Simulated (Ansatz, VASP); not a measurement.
**ZnSe in VASP and in Ansatz**

```xyz
2
Lattice="0.0000 2.8324 2.8324 2.8324 0.0000 2.8324 2.8324 2.8324 0.0000" Properties=species:S:1:pos:R:3 pbc="T T T"
Zn    0.0000    0.0000    0.0000
Se    1.4162    1.4162    1.4162
```

Alike in both runs: task single point; functional PBE-based screened hybrid; k mesh 4 × 4 × 4; no spin polarisation.

|  | VASP | Ansatz |
| --- | --- | --- |
| version | VASP 6.6.1 | Ansatz 0.2.0 |
| potentials or method | VASP PAW PBE potentials, release 64 (Zn, Se) | plane waves |
| plane-wave cutoff (eV) | 520 | 420 |
| occupations | gaussian, width 0.01 eV | fixed |
| valence electrons in the cell | 18 | 28 |

Ansatz gave:

```
gap on the k mesh at the Fermi level (eV) : 1.51
pressure (GPa)                            : 2.3
```

Q: Estimate VASP's values.

A: gap on the k mesh at the Fermi level (eV): 1.51; pressure (GPa): 2.5.

VASP's potentials were made for PBE, not for PBE-based screened hybrid. VASP's potentials hold 18 valence electrons a cell and Ansatz's 28, so a difference there can come from the potentials and not from the codes. Ansatz's warnings: stress exchange threshold loose, stress scf threshold loose.

The k mesh is coarse, so the values compare programs but aren't converged.
